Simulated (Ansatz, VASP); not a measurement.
**AlIn in VASP and in Ansatz**

File INCAR:

```
PREC = Accurate
ENCUT = 520
EDIFF = 1E-6
ISMEAR = -1
SIGMA = 0.05
LREAL = False
LASPH = True
NELM = 80
ALGO = Fast
ISIF = 2
LWAVE = False
LCHARG = False
GGA = RE
NBANDS = 15
```

File KPOINTS:

```
Automatic mesh
0
Gamma
  6 6 3
```

POSCAR

```
AlIn
1.0
    3.0541300000      0.0000000000      0.0000000000
   -1.5270700000      2.6449600000      0.0000000000
    0.0000000000      0.0000000000      5.8280200000
Al In
1 1
Direct
    0.0000000000      0.0000000000      0.0000000000
    0.0000000000      0.0000000000      0.5000000000
```

The input input.yaml:

```yaml
crystal:
  lattice:
    - [3.05413, 0.0, 0.0]
    - [-1.52707, 2.64496, 0.0]
    - [0.0, 0.0, 5.82802]
  atoms:
    - { symbol: Al, position: [0.0, 0.0, 0.0] }
    - { symbol: In, position: [0.0, 0.0, 0.5] }
hamiltonian:
  xc: revpbe
  pseudopotentials: { kind: paw }
kpoints:
  mp_grid: { grid: [6, 6, 3] }
  band_path:
    path:
      - [[0.0, 0.0, 0.0], [0.5, 0.0, 0.0], [0.3333333333, 0.3333333333, 0.0], [0.0, 0.0, 0.0], [0.0, 0.0, 0.5], [0.5, 0.0, 0.5], [0.3333333333, 0.3333333333, 0.5], [0.0, 0.0, 0.5]]
      - [[0.5, 0.0, 0.5], [0.5, 0.0, 0.0]]
      - [[0.3333333333, 0.3333333333, 0.0], [0.3333333333, 0.3333333333, 0.5]]
    npoints: 14
scf:
  occupations: { method: fermi_dirac, width: 0.05 }
  n_extra_bands: 6
output:
  forces: true
  stress: true
  eigenvalues: true
  fatbands: true
  write_density: true
  write_potential: true
  elf: true
  volumetric_format: npy
```

Alike in both runs: functional revPBE; k mesh 6 × 6 × 3; occupations fermi-dirac, width 0.05 eV; no spin polarisation.

|  | VASP | Ansatz |
| --- | --- | --- |
| version | VASP 6.6.1 | Ansatz 0.2.0 |
| potentials or method | VASP PAW PBE potentials, release 64 (Al, In_d) | Ansatz PAW |
| plane-wave cutoff (eV) | 520 | 420 |
| valence electrons in the cell | 16 | 16 |
| task | single point | band structure |

|  | VASP | Ansatz | Ansatz less VASP |
| --- | --- | --- | --- |
| gap on the k mesh at the Fermi level (eV) | none | none | - |
| pressure (GPa) | 0.9 | 1.0 | +0.07 |
| traceless stress, the component that is largest in VASP (GPa) | -0.40 | -0.40 | +0.004 |

VASP's potentials were made for PBE, not for revPBE. A gap of «none» marks a metal or a gap that the smearing closes. With one functional, cell and mesh, what is left measures potentials, basis and numerics.

The k mesh is coarse, so the values compare programs but aren't converged.
